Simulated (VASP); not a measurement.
# SrNb in VASP: further runs

SrNb is run at these levels: PBE; tasks: single point.

Program: VASP 6.6.1. These are calculated values, not measurements. Logs are shortened: lines on timing, memory, paths and dates and some standing lists are left out, and cuts for length are marked.

**1. The cell of the first run**

The structure is tetragonal, space group P4mm (No. 99). The conventional cell has a = 4.230 Å, b = 4.230 Å, c = 3.064 Å, α = 90.00°, β = 90.00°, γ = 90.00°. Sr (site symmetry 4mm) has 2 Sr at 3.06 Å and 8 Nb at 3.35 to 3.37 Å within 4.0 Å. Nb (site symmetry 4mm) has 2 Nb at 3.06 Å and 8 Sr at 3.35 to 3.37 Å within 4.0 Å.

**2. Single point, PBE**

INCAR

```
SYSTEM = SrNb
  PREC = Accurate
  ENCUT = 500
  EDIFF = 1E-6
  ISMEAR = 0
  SIGMA = 0.2
  LREAL = .False.
  LASPH = .True.
  NELM = 120
  ALGO = Normal
  ISIF = 2
  LWAVE = .False.
  LCHARG = .True.
  GGA = PE
  LELF = .True.
  LVHAR = .True.
  NBANDS = 18
  GGA_COMPAT = .False.
```

KPOINTS

```
Automatic mesh
0
Gamma
  5 5 6
  0 0 0
```

POSCAR

```
SrNb
1.0
    4.2299585333      0.0000000000      0.0000000000
    0.0000000000      4.2299585333      0.0000000000
    0.0000000000      0.0000000000      3.0638085499
Sr Nb
1 1
Direct
    0.0000000000      0.0000000000      0.2259810484
    0.5000000000      0.5000000000      0.7212716316
```

Potentials or basis: VASP PAW PBE potentials, release 64 (Sr_sv, Nb_sv).

Run with:

```console
> cat potpaw_PBE.64/Sr_sv/POTCAR potpaw_PBE.64/Nb_sv/POTCAR > POTCAR
> mpirun -np 1 vasp_std > vasp.out
```

OUTCAR:

```text
SYSTEM = SrNb
   PREC = Accurate
   ENCUT = 500
   EDIFF = 1E-6
   ISMEAR = 0
   LREAL = .False.
   LASPH = .True.
   NELM = 120
   ISIF = 2
   GGA = PE

 ion  position               nearest neighbor table
   1  0.000  0.000  0.226-   2 3.35   2 3.35   2 3.35   2 3.35   2 3.37   2 3.37   2 3.37   2 3.37

   2  0.500  0.500  0.721-   1 3.35   1 3.35   1 3.35   1 3.35   1 3.37   1 3.37   1 3.37   1 3.37

  LATTYP: Found a simple tetragonal cell.
 ALAT       =     4.2299585333
 C/A-ratio  =     0.7243117222

  Lattice vectors:

 A1 = (   4.2299585333,   0.0000000000,   0.0000000000)
 A2 = (   0.0000000000,   4.2299585333,   0.0000000000)
 A3 = (   0.0000000000,   0.0000000000,   3.0638085499)

Analysis of symmetry for initial positions (statically):
=====================================================================
 Subroutine PRICEL returns:
 Original cell was already a primitive cell.

 Routine SETGRP: Setting up the symmetry group for a
 simple tetragonal supercell.

 Subroutine GETGRP returns: Found  8 space group operations
 (whereof  8 operations were pure point group operations)
 out of a pool of 16 trial point group operations.

The static configuration has the point symmetry C_4v.

Analysis of symmetry for dynamics (positions and initial velocities):
=====================================================================
 Subroutine PRICEL returns:
 Original cell was already a primitive cell.

 Routine SETGRP: Setting up the symmetry group for a
 simple tetragonal supercell.

 Subroutine GETGRP returns: Found  8 space group operations
 (whereof  8 operations were pure point group operations)
 out of a pool of 16 trial point group operations.

The dynamic configuration has the point symmetry C_4v.

 Subroutine INISYM returns: Found  8 space group operations
 (whereof  8 operations are pure point group operations),
 and found     1 'primitive' translations

----------------------------------------------------------------------------------------

                                     Primitive cell

  volume of cell :      54.8193

  direct lattice vectors                    reciprocal lattice vectors
     4.229958533  0.000000000  0.000000000     0.236408937  0.000000000  0.000000000
     0.000000000  4.229958533  0.000000000     0.000000000  0.236408937  0.000000000
     0.000000000  0.000000000  3.063808550     0.000000000  0.000000000  0.326391151

  length of vectors
[... 73 lines left out ...]
   ISTART =      0    job   : 0-new  1-cont  2-samecut
   ICHARG =      2    charge: 1-file 2-atom 10-const
   ISPIN  =      1    spin polarized calculation?
   LNONCOLLINEAR =      F non collinear calculations
   LSORBIT =      F    spin-orbit coupling
   LASPH  =      T    aspherical Exc in radial PAW
   ENCUT  =  500.0 eV  36.75 Ry    6.06 a.u.   7.71  7.71  5.59*2*pi/ulx,y,z
   NELM   =    120;   NELMIN=  2; NELMDL= -5     # of ELM steps
   EDIFF  = 0.1E-05   stopping-criterion for ELM
   LREAL  =      F    real-space projection
[... 7 lines left out ...]
   TEBEG  =    0.0;   TEEND  =   0.0 temperature during run
   PSTRESS=    0.0 pullay stress
   NELECT =      23.0000    total number of electrons
   NUPDOWN=      -1.0000    fix difference up-down
   EMIN   =  10.00;   EMAX   =-10.00  energy-range for DOS
   EFERMI =   0.00;   METHOD = LEGACY
   ISMEAR =     0;   SIGMA  =   0.20  broadening in eV -4-tet -1-fermi 0-gaus
   EFERMI_NEDOS =   21; number of points for ismear=-14 and -15
   IALGO  =     38    algorithm
   IMIX   =      4    mixing-type and parameters
     AMIX     =   0.40;   BMIX     =  1.00
     AMIX_MAG =   1.60;   BMIX_MAG =  1.00
  volume/ion in A,a.u.               =      27.41       184.97
  Fermi-wavevector in a.u.,A,eV,Ry     =   1.225574  2.315999 20.436377  1.502031
  Thomas-Fermi vector in A             =   2.360607
   LORBIT       =      0    0 simple, 1 ext, 2 COOP (PROOUT), +10 PAW based schemes
   GGA     = PE    functional components
   LHFCALC =     F    Hartree Fock is set to
   AEXX    =    0.0000 exact exchange contribution
   IVDW    =     0    specifies the selected vdW correction
   LEPSILON=     F    determine dielectric tensor
   LRPA    =     F    only Hartree local field effects (RPA)
 non-spin polarized calculation
 Gauss-broadening in eV      SIGMA  =   0.20
  energy-cutoff  :      500.00
  volume of cell :       54.82
 maximum number of plane-waves:      1410
 NGX is ok and might be reduce to    32
   NGX = 15   NGY = 15   NGZ = 11

 number of electron      23.0000002 magnetization

 Free energy of the ion-electron system (eV)
  ---------------------------------------------------
  ext. energy  EPLUGINS =         0.00000000
  ---------------------------------------------------
  free energy    TOTEN  =        -9.12472156 eV

  energy without entropy =       -9.03233532  energy(sigma->0) =       -9.07852844

 E-fermi :   5.2556     XC(G=0): -10.0841

 val. band max:        5.2468413946   @ k =   0.2000   0.0000   0.1667
 cond. band min:       5.2605011591   @ k =   0.4000   0.2000   0.1667
 fundamental gap:      0.0136597645
 Fermi energy:         5.2555742966

 k-point     1 :       0.0000    0.0000    0.0000
  band No.  band energies     occupation
      1     -49.5860      2.00000
      2     -29.5360      2.00000
      3     -25.6649      2.00000
      4     -25.6649      2.00000
      5     -25.3300      2.00000
      6     -11.5127      2.00000
[... 481 lines left out ...]
      5     -25.6233      2.00000
      6     -12.6816      2.00000
[... 10 lines left out ...]
     17      11.9125      0.00000
     18      12.1142      0.00000

------------------------ aborting loop because EDIFF is reached ----------------------------------------

  FORCE on cell =-STRESS in cart. coord.  units (eV):
  Direction    XX          YY          ZZ          XY          YZ          ZX
  --------------------------------------------------------------------------------------
  -------------------------------------------------------------------------------------
  Total        0.1958777      0.1958777      0.0350254      0.0000000      0.0000000     -0.0000000
  in kB        5.7248199      5.7248199      1.0236710      0.0000000      0.0000000     -0.0000000
  external PRESSURE =       4.1577703 kB  Pullay stress =       0.0000000 kB

 VOLUME and BASIS-vectors are now :
 -----------------------------------------------------------------------------
  energy-cutoff  :      500.00
  volume of cell :       54.82
      direct lattice vectors                 reciprocal lattice vectors
     4.229958533  0.000000000  0.000000000     0.236408937  0.000000000  0.000000000
     0.000000000  4.229958533  0.000000000     0.000000000  0.236408937  0.000000000
     0.000000000  0.000000000  3.063808550     0.000000000  0.000000000  0.326391151

 POSITION                                       TOTAL-FORCE (eV/Angst)
 -----------------------------------------------------------------------------------
      0.00000      0.00000      0.69236         0.000000     -0.000000     -0.035893
      2.11498      2.11498      2.20984        -0.000000      0.000000      0.035893
 -----------------------------------------------------------------------------------
    total drift:                                0.000000     -0.000000     -0.000039

  FREE ENERGIE OF THE ION-ELECTRON SYSTEM (eV)
  ---------------------------------------------------
  free  energy   TOTEN  =        -9.1247215571 eV

  energy  without entropy=       -9.0323353204  energy(sigma->0) =       -9.07852844
```

OSZICAR:

```text
N       E                     dE             d eps       ncg     rms          rms(c)
DAV:   1     0.168912448533E+03    0.16891E+03   -0.11540E+04   864   0.114E+03
DAV:   2     0.211166273408E+01   -0.16680E+03   -0.16376E+03  1140   0.380E+02
DAV:   3    -0.973490958181E+01   -0.11847E+02   -0.11679E+02  1574   0.680E+01
DAV:   4    -0.101027654781E+02   -0.36786E+00   -0.36698E+00  1120   0.113E+01
DAV:   5    -0.101192422621E+02   -0.16477E-01   -0.16467E-01  1358   0.209E+00    0.272E+01
DAV:   6    -0.921831380728E+01    0.90093E+00   -0.92681E+00  1198   0.133E+01    0.706E+00
DAV:   7    -0.913591748337E+01    0.82396E-01   -0.13201E+00  1230   0.569E+00    0.718E+00
DAV:   8    -0.912508297915E+01    0.10835E-01   -0.13577E-01  1396   0.271E+00    0.510E-01
DAV:   9    -0.912472747451E+01    0.35550E-03   -0.50609E-03  1132   0.490E-01    0.285E-01
DAV:  10    -0.912475721955E+01   -0.29745E-04   -0.20027E-03  1248   0.315E-01    0.496E-02
DAV:  11    -0.912471514071E+01    0.42079E-04   -0.18455E-04  1182   0.939E-02    0.267E-02
DAV:  12    -0.912472186365E+01   -0.67229E-05   -0.13138E-05  1258   0.307E-02    0.786E-03
DAV:  13    -0.912472155715E+01    0.30650E-06   -0.30511E-07   586   0.459E-03
   1 F= -.91247216E+01 E0= -.90785284E+01  d E =-.923862E-01
```

stdout:

```text
POSCAR found type information on POSCAR SrNb
 POSCAR found :  2 types and       2 ions
 scaLAPACK will be used
 LDA part: xc-table for (Slater+PW92), standard interpolation
 POSCAR, INCAR and KPOINTS ok, starting setup
 FFT: planning ... GRIDC
 FFT: planning ... GRID_SOFT
 FFT: planning ... GRID
 WAVECAR not read
 entering main loop
```

Run time: 31 s. Hardware: 1 thread of Intel Xeon 8259CL, shared host; peak memory 0.17 GiB.

Results:

```
Free energy   : -9.1247 eV
Pressure      : 0.4 GPa
Largest force : 0.036 eV/Å
```

Forces on the atoms (eV/Å):
```
Sr   0.000  0.000 -0.036
Nb   0.000  0.000  0.036
```

Stress tensor (GPa, compression positive):
```
0.57 0.00 0.00
0.00 0.57 0.00
0.00 0.00 0.10
```

**3. Single point, PBE**

This run uses another cell than the first one, of 25.94 Å³/atom, 0.946 times its volume.

INCAR

```
PREC = Accurate
ENCUT = 500
EDIFF = 1E-6
ISMEAR = 0
SIGMA = 0.2
LREAL = F
LASPH = T
NELM = 120
ALGO = Normal
ISIF = 2
LWAVE = F
LCHARG = F
GGA = PE
NBANDS = 18
GGA_COMPAT = F
```

KPOINTS

```
Automatic mesh
0
Gamma
  6 6 5
```

POSCAR

```
SrNb
1.0
    3.0589519538      0.0000000000      0.0000000000
    0.0000000000      3.0589519538      0.0000000000
    0.0000000000      0.0000000000      5.5434012753
Sr Nb
1 1
Direct
    0.5000000000      0.5000000000      0.5000000000
    0.0000000000      0.0000000000      0.0000000000
```

Potentials or basis: VASP PAW PBE potentials, release 64 (Sr_sv, Nb_sv).

Run with:

```console
> cat potpaw_PBE.64/Sr_sv/POTCAR potpaw_PBE.64/Nb_sv/POTCAR > POTCAR
> mpirun -np 1 vasp_std > vasp.out
```

Wall time 32 s (1 thread of Intel Xeon 8259CL, shared host); peak memory 0.17 GiB.

The run converged. Its results:

```
Free energy : -9.7189 eV
Pressure    : 0.3 GPa
```

Stress tensor (GPa, compression positive):
```
0.08 0.00 0.00
0.00 0.08 0.00
0.00 0.00 0.65
```

Levels at points of the mesh, in eV from the Fermi level:
```csv
k point,band 7,band 8,band 9,band 10,band 11,band 12,band 13,band 14,band 15,band 16
"(0.00, 0.00, 0.00)",-16.55,-16.55,-4.60,-2.04,-1.52,1.46,1.67,1.99,1.99,2.06
"(0.50, 0.00, 0.00)",-17.00,-16.36,-1.48,-0.90,-0.25,0.05,0.13,1.62,2.03,2.57
"(0.50, 0.50, 0.00)",-18.10,-16.73,-2.31,-1.97,-1.19,-1.19,3.40,4.56,4.56,4.81
```
